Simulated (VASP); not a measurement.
The system is Ta.

```xyz
1
Lattice="-1.6549 1.6549 1.6549 1.6549 -1.6549 1.6549 1.6549 1.6549 -1.6549" Properties=species:S:1:pos:R:3 pbc="T T T"
Ta    0.0000    0.0000    0.0000
```

- Program: VASP 6.6.1
- Task: relaxation of cell and atoms
- Functional: LDA
- Potentials or basis: VASP PAW LDA potentials, release 64 (Ta_sv_GW)
- Cutoff: 500 eV
- k mesh: 8 × 8 × 8
- Occupations: gaussian, width 0.1 eV
- Spin: no spin polarisation

At the start: pressure -12.4 GPa; volume 18.13 Å³/atom.

Q: Where does the relaxation end?

A: Over 4 steps the energy falls by 41.6 meV/atom and the volume is 17.11 Å³/atom (-5.6 %); space group Im-3m (No. 229, to 0.05 Å).

Step by step:
| step | energy change (eV) | largest force (eV/Å) | pressure (GPa) | volume (Å³) |
| --- | --- | --- | --- | --- |
| 1 | 0.0000 | 0.0000 | -12.38 | 18.13 |
| 2 | 0.2751 | 0.0000 | 47.05 | 14.70 |
| 3 | -0.0414 | 0.0000 | -0.93 | 17.17 |
| 4 | -0.0416 | 0.0000 | -0.12 | 17.11 |

Final structure:
```cif
data_structure
_symmetry_space_group_name_H-M 'P 1'
_symmetry_Int_Tables_number 1
_cell_length_a 2.8118
_cell_length_b 2.8118
_cell_length_c 2.8118
_cell_angle_alpha 109.471
_cell_angle_beta 109.471
_cell_angle_gamma 109.471
_cell_volume 17.11
loop_
_atom_site_label
_atom_site_type_symbol
_atom_site_fract_x
_atom_site_fract_y
_atom_site_fract_z
_atom_site_occupancy
Ta1 Ta 0.00000 0.00000 0.00000 1
```
